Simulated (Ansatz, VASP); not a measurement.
**CdO3 in VASP and in Ansatz**

```xyz
8
Lattice="3.2816 0.0000 0.0000 0.0000 3.2816 0.0000 0.0000 0.0000 10.8891" Properties=species:S:1:pos:R:3 pbc="T T T"
Cd    0.0000    1.6408    9.6656
Cd    1.6408    0.0000    1.2234
O     1.6408    0.0000    4.8372
O     1.6408    0.0000    6.0529
O     0.0000    1.6408    6.0519
O     0.0000    1.6408    4.8361
O     1.6408    0.0000    9.6899
O     0.0000    1.6408    1.1992
```

Alike in both runs: functional PBE; k mesh 12 × 12 × 4; occupations gaussian, width 0.01 eV; no spin polarisation.

Ansatz relaxed the structure, and its values are those at the end. VASP's run is a single point on that final structure, the one shown.

|  | VASP | Ansatz |
| --- | --- | --- |
| version | VASP 6.6.1 | Ansatz 0.2.0 |
| potentials or method | VASP PAW PBE potentials, release 64 (Cd, O), cutoff 520 eV | scalar-relativistic, plane waves, PAW |
| valence electrons in the cell | 60 | 76 |

|  | VASP | Ansatz | Ansatz less VASP |
| --- | --- | --- | --- |
| gap on the k mesh at the Fermi level (eV) | none | none | - |
| pressure (GPa) | 1.8 | 0.0 | -1.75 |
| rms of the force components (eV/Å) | 0.496 | 0.000 | -0.4956 |

A gap of «none» marks a metal or a gap that the smearing closes. VASP's potentials hold 60 valence electrons a cell and Ansatz's 76, so a difference there can come from the potentials and not from the codes.

Noted on VASP's run: the standard files for N, O and F lose accuracy on very short bonds.
